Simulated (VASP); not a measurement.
# CuO (I4/mmm) in VASP: single point with PBE

Aim: the single point of CuO with PBE.

Program: VASP 6.6.1. These are calculated values, not measurements. Logs are shortened: lines on timing, memory, paths and dates and some standing lists are left out, and cuts for length are marked.

**1. The cell of the first run**

It takes space group I4/mmm (No. 139, tetragonal). The conventional cell has a = 3.143 Å, b = 3.143 Å, c = 4.233 Å, α = 90.00°, β = 90.00°, γ = 90.00°. Within 2.8 Å of Cu (site symmetry 4/mmm) lie 6 O at 2.12 to 2.22 Å. Within 2.8 Å of O (site symmetry 4/mmm) lie 6 Cu at 2.12 to 2.22 Å.

**2. Single point, PBE (strain +0.050 along x and y, +0.000 along z)**

The input, INCAR:

```
PREC = Accurate
ENCUT = 1340
EDIFF = 1E-6
ISMEAR = 0
SIGMA = 0.15
LREAL = F
LASPH = T
NELM = 120
ALGO = Normal
ISIF = 2
LWAVE = F
LCHARG = T
GGA = PE
LELF = T
LVHAR = T
NBANDS = 20
GGA_COMPAT = F
```

The input, KPOINTS:

```
regular mesh
0
Gamma
  20 20 20
```

The input, POSCAR:

```
CuO
1.0
    0.0000000000      2.2223880000      2.1165600000
    2.2223880000      0.0000000000      2.1165600000
    2.2223880000      2.2223880000      0.0000000000
Cu O
1 1
Direct
    0.0000000000      0.0000000000      0.0000000000
    0.5000000000      0.5000000000      0.5000000000
```

Potentials or basis: VASP PAW PBE potentials, release 64 (Cu_sv_GW, O_h).

On the command line:

```sh
> cat potpaw_PBE.64/Cu_sv_GW/POTCAR potpaw_PBE.64/O_h/POTCAR > POTCAR
> mpirun -np 1 vasp_std > vasp.out
```

OUTCAR:

```text
PREC = Accurate
   ENCUT = 1340
   EDIFF = 1E-6
   ISMEAR = 0
   LREAL = F
   LASPH = T
   NELM = 120
   ISIF = 2
   GGA = PE

 ion  position               nearest neighbor table
   1  0.000  0.000  0.000-
   2  0.500  0.500  0.500-

  LATTYP: Found a body centered tetragonal cell.
 ALAT       =     3.1429312505
 C/A-ratio  =     1.3468700594

  Lattice vectors:

 A1 = (   0.0000000000,  -2.2223880000,  -2.1165600000)
 A2 = (   0.0000000000,   2.2223880000,  -2.1165600000)
 A3 = (   2.2223880000,   0.0000000000,   2.1165600000)

Analysis of symmetry for initial positions (statically):
=====================================================================
 Subroutine PRICEL returns:
 Original cell was already a primitive cell.

 Routine SETGRP: Setting up the symmetry group for a
 body centered tetragonal supercell.

 Subroutine GETGRP returns: Found 16 space group operations
 (whereof 16 operations were pure point group operations)
 out of a pool of 16 trial point group operations.

The static configuration has the point symmetry D_4h.

Analysis of symmetry for dynamics (positions and initial velocities):
=====================================================================
 Subroutine PRICEL returns:
 Original cell was already a primitive cell.

 Routine SETGRP: Setting up the symmetry group for a
 body centered tetragonal supercell.

 Subroutine GETGRP returns: Found 16 space group operations
 (whereof 16 operations were pure point group operations)
 out of a pool of 16 trial point group operations.

The dynamic configuration has the point symmetry D_4h.

 Subroutine INISYM returns: Found 16 space group operations
 (whereof 16 operations are pure point group operations),
 and found     1 'primitive' translations

----------------------------------------------------------------------------------------

                                     Primitive cell

  volume of cell :      20.9074

  direct lattice vectors                    reciprocal lattice vectors
     0.000000000  2.222388000  2.116560000    -0.224983216  0.224983216  0.236232377
     2.222388000  0.000000000  2.116560000     0.224983216 -0.224983216  0.236232377
     2.222388000  2.222388000  0.000000000     0.224983216  0.224983216 -0.236232377

  length of vectors
     3.069012000  3.069012000  3.142931250     0.396283524  0.396283524  0.396283524

  position of ions in fractional coordinates (direct lattice)
     0.000000000  0.000000000  0.000000000
     0.500000000  0.500000000  0.500000000

  ion indices of the primitive-cell ions
   primitive index   ion index
                 1           1
                 2           2

----------------------------------------------------------------------------------------

 KPOINTS: regular mesh

Automatic generation of k-mesh.
 Grid dimensions read from file:
 generate k-points for:   20   20   20

 Generating k-lattice:

  Cartesian coordinates                     Fractional coordinates (reciprocal lattice)
    -0.011249161  0.011249161  0.011811619     0.050000000  0.000000000  0.000000000
     0.011249161 -0.011249161  0.011811619     0.000000000  0.050000000  0.000000000
     0.011249161  0.011249161 -0.011811619     0.000000000  0.000000000  0.050000000

  Length of vectors
     0.019814176  0.019814176  0.019814176

  Shift w.r.t. Gamma in fractional coordinates (k-lattice)
     0.000000000  0.000000000  0.000000000

 Subroutine IBZKPT returns following result:
 ===========================================

 Found    641 irreducible k-points:

 Following reciprocal coordinates:
            Coordinates               Weight
  0.000000  0.000000  0.000000      1.000000
  0.050000  0.000000  0.000000      8.000000
  0.100000  0.000000  0.000000      8.000000
  0.150000  0.000000  0.000000      8.000000
  0.200000  0.000000  0.000000      8.000000
  0.250000  0.000000  0.000000      8.000000
[... 16 lines left out ...]
 -0.400000  0.050000  0.000000      8.000000
 -0.350000  0.050000  0.000000      8.000000
 [... further k-points ...]
   k-points           NKPTS =    641   k-points in BZ     NKDIM =    641   number of bands    NBANDS=     20
   number of dos      NEDOS =    301   number of ions     NIONS =      2
   total plane-waves  NPLWV =  64000
   dimension x,y,z NGX =    40 NGY =   40 NGZ =   40
   dimension x,y,z NGXF=    80 NGYF=   80 NGZF=   80
   ions per type =               1   1
   NGX,Y,Z   is equivalent  to a cutoff of  21.67, 21.67, 21.16 a.u.
   NGXF,Y,Z  is equivalent  to a cutoff of  43.34, 43.34, 42.32 a.u.
 SYSTEM =  unknown system
   PREC   = accura    normal or accurate (medium, high low for compatibility)
   ISTART =      0    job   : 0-new  1-cont  2-samecut
   ICHARG =      2    charge: 1-file 2-atom 10-const
   ISPIN  =      1    spin polarized calculation?
   LNONCOLLINEAR =      F non collinear calculations
   LSORBIT =      F    spin-orbit coupling
   LASPH  =      T    aspherical Exc in radial PAW
   ENCUT  = 1340.0 eV  98.49 Ry    9.92 a.u.   9.16  9.16  9.38*2*pi/ulx,y,z
   NELM   =    120;   NELMIN=  2; NELMDL= -5     # of ELM steps
   EDIFF  = 0.1E-05   stopping-criterion for ELM
   LREAL  =      F    real-space projection
   EDIFFG = 0.1E-04   stopping-criterion for IOM
   NSW    =      0    number of steps for IOM
   IBRION =     -1    ionic relax: 0-MD 1-quasi-New 2-CG
   NFREE  =      0    steps in history (QN), initial steepest desc. (CG)
   ISIF   =      2    stress and relaxation
   ISYM   =      2    0-nonsym 1-usesym 2-fastsym
   POTIM  = 0.5000    time-step for ionic-motion
   TEBEG  =    0.0;   TEEND  =   0.0 temperature during run
   PSTRESS=    0.0 pullay stress
   NELECT =      25.0000    total number of electrons
   NUPDOWN=      -1.0000    fix difference up-down
   EMIN   =  10.00;   EMAX   =-10.00  energy-range for DOS
   EFERMI =   0.00;   METHOD = LEGACY
   ISMEAR =     0;   SIGMA  =   0.15  broadening in eV -4-tet -1-fermi 0-gaus
   EFERMI_NEDOS =   21; number of points for ismear=-14 and -15
   IALGO  =     38    algorithm
   IMIX   =      4    mixing-type and parameters
     AMIX     =   0.40;   BMIX     =  1.00
     AMIX_MAG =   1.60;   BMIX_MAG =  1.00
  volume/ion in A,a.u.               =      10.45        70.55
  Fermi-wavevector in a.u.,A,eV,Ry     =   1.737620  3.283625 41.080370  3.019322
  Thomas-Fermi vector in A             =   2.810808
   LORBIT       =      0    0 simple, 1 ext, 2 COOP (PROOUT), +10 PAW based schemes
   GGA     = PE    functional components
   LHFCALC =     F    Hartree Fock is set to
   AEXX    =    0.0000 exact exchange contribution
   IVDW    =     0    specifies the selected vdW correction
   LEPSILON=     F    determine dielectric tensor
   LRPA    =     F    only Hartree local field effects (RPA)
 non-spin polarized calculation
 Gauss-broadening in eV      SIGMA  =   0.15
  energy-cutoff  :     1340.00
  volume of cell :       20.91
 maximum number of plane-waves:      2372
 NGX is ok and might be reduce to    40
   NGX = 19   NGY = 19   NGZ = 19

 number of electron      25.0000001 magnetization

 Free energy of the ion-electron system (eV)
  ---------------------------------------------------
  ext. energy  EPLUGINS =         0.00000000
  ---------------------------------------------------
  free energy    TOTEN  =        -9.53226911 eV

  energy without entropy =       -9.51341940  energy(sigma->0) =       -9.52284425

 E-fermi :   5.3133     XC(G=0): -12.2265

 val. band max:        5.3129577475   @ k =  -0.4000   0.3000   0.1500
 cond. band min:       5.3133538037   @ k =   0.4000   0.0500   0.2000
 fundamental gap:      0.0003960563
 Fermi energy:         5.3132857486

 k-point     1 :       0.0000    0.0000    0.0000
  band No.  band energies     occupation
      1    -106.6182      2.00000
      2     -64.0662      2.00000
      3     -63.9639      2.00000
      4     -63.9639      2.00000
      5     -13.4455      2.00000
      6       3.1047      2.00000
[... 12 lines left out ...]
     19      24.6074      0.00000
     20      24.6074      0.00000

 k-point     2 :       0.0500    0.0000    0.0000
  band No.  band energies     occupation
      1    -106.6181      2.00000
      2     -64.0663      2.00000
      3     -63.9640      2.00000
      4     -63.9639      2.00000
      5     -13.4232      2.00000
      6       2.8001      2.00000
[... 12 lines left out ...]
     19      24.6572      0.00000
     20      25.2188      0.00000

 k-point     3 :       0.1000    0.0000    0.0000
  band No.  band energies     occupation
      1    -106.6181      2.00000
      2     -64.0666      2.00000
      3     -63.9645      2.00000
      4     -63.9641      2.00000
      5     -13.3579      2.00000
      6       2.2970      2.00000
[... 12 lines left out ...]
     19      24.8373      0.00000
     20      25.5626      0.00000

 k-point     4 :       0.1500    0.0000    0.0000
  band No.  band energies     occupation
      1    -106.6180      2.00000
      2     -64.0672      2.00000
      3     -63.9652      2.00000
      4     -63.9643      2.00000
      5     -13.2539      2.00000
      6       1.6646      2.00000
[... 12 lines left out ...]
     19      25.1594      0.00000
     20      25.6662      0.00000

 k-point     5 :       0.2000    0.0000    0.0000
  band No.  band energies     occupation
      1    -106.6179      2.00000
      2     -64.0678      2.00000
      3     -63.9660      2.00000
      4     -63.9645      2.00000
      5     -13.1186      2.00000
      6       1.0057      2.00000
[... 12 lines left out ...]
     19      25.6125      0.00000
     20      25.9529      0.00000
[... 353 lines left out ...]
      6      -1.3004      2.00000
[... 12 lines left out ...]
     19      28.6756      0.00000
     20      29.1505      0.00000

 k-point    22 :      -0.4500    0.0500    0.0000
  band No.  band energies     occupation
      1    -106.6175      2.00000
      2     -64.0709      2.00000
      3     -63.9700      2.00000
      4     -63.9658      2.00000
      5     -12.4160      2.00000
      6      -1.2585      2.00000
[... 12 lines left out ...]
     19      28.7430      0.00000
     20      28.8548      0.00000

 k-point    23 :      -0.4000    0.0500    0.0000
  band No.  band energies     occupation
      1    -106.6175      2.00000
      2     -64.0706      2.00000
      3     -63.9697      2.00000
      4     -63.9657      2.00000
      5     -12.4858      2.00000
      6      -1.0689      2.00000
[... 12 lines left out ...]
     19      28.0353      0.00000
     20      28.8058      0.00000

 k-point    24 :      -0.3500    0.0500    0.0000
  band No.  band energies     occupation
      1    -106.6176      2.00000
      2     -64.0700      2.00000
      3     -63.9692      2.00000
      4     -63.9654      2.00000
      5     -12.6012      2.00000
      6      -0.7439      2.00000
[... 12 lines left out ...]
     19      27.2225      0.00000
     20      28.4139      0.00000

 [... further k-points ...]

------------------------ aborting loop because EDIFF is reached ----------------------------------------

  FORCE on cell =-STRESS in cart. coord.  units (eV):
  Direction    XX          YY          ZZ          XY          YZ          ZX
  --------------------------------------------------------------------------------------
  -------------------------------------------------------------------------------------
  Total       -1.6600460     -1.6600460     -1.7440143      0.0000000     -0.0000000     -0.0000000
  in kB     -127.2126677   -127.2126677   -133.6473270      0.0000000     -0.0000000     -0.0000000
  external PRESSURE =    -129.3575542 kB  Pullay stress =       0.0000000 kB

 VOLUME and BASIS-vectors are now :
 -----------------------------------------------------------------------------
  energy-cutoff  :     1340.00
  volume of cell :       20.91
      direct lattice vectors                 reciprocal lattice vectors
     0.000000000  2.222388000  2.116560000    -0.224983216  0.224983216  0.236232377
     2.222388000  0.000000000  2.116560000     0.224983216 -0.224983216  0.236232377
     2.222388000  2.222388000  0.000000000     0.224983216  0.224983216 -0.236232377

 POSITION                                       TOTAL-FORCE (eV/Angst)
 -----------------------------------------------------------------------------------
      0.00000      0.00000      0.00000         0.000000      0.000000      0.000000
      2.22239      2.22239      2.11656         0.000000      0.000000      0.000000
 -----------------------------------------------------------------------------------
    total drift:                                0.000000     -0.000000     -0.000000

  FREE ENERGIE OF THE ION-ELECTRON SYSTEM (eV)
  ---------------------------------------------------
  free  energy   TOTEN  =        -9.5322691067 eV

  energy  without entropy=       -9.5134193996  energy(sigma->0) =       -9.52284425
```

It took 9.1 min on 1 thread of Intel Xeon 6975P-C (Granite Rapids), shared host; peak memory 1.3 GiB.

What came out:

```yaml
Free_energy: -9.5323 eV
Pressure: -12.9 GPa
Band_gap_on_the_k_mesh: zero (an odd number of electrons rules out a gap without spin polarisation)
```

Levels at points of the mesh, in eV from the Fermi level:
| k point | band 11 | band 12 | band 13 | band 14 | band 15 | band 16 |
| --- | --- | --- | --- | --- | --- | --- |
| (0.00, 0.00, 0.00) | -1.96 | -1.96 | -1.93 | 1.03 | 17.90 | 18.03 |
| (0.50, 0.00, 0.00) | -1.25 | 0.53 | 0.78 | 5.57 | 8.77 | 12.74 |
| (0.50, 0.50, 0.00) | -1.49 | -1.49 | -1.40 | 5.20 | 10.46 | 11.45 |
| (0.50, 0.00, 0.50) | -1.47 | -1.47 | -1.38 | 5.16 | 9.80 | 12.04 |

Caveat: the cell differs from its parent crystal (strain +0.050 along x and y, +0.000 along z); the cell stands under tension; an odd number of electrons without spin polarisation forces a metal; a magnetic or distorted state may lie lower; semilocal functionals often make such compounds metallic where correlation or magnetic order opens a gap, which also shifts bond lengths.
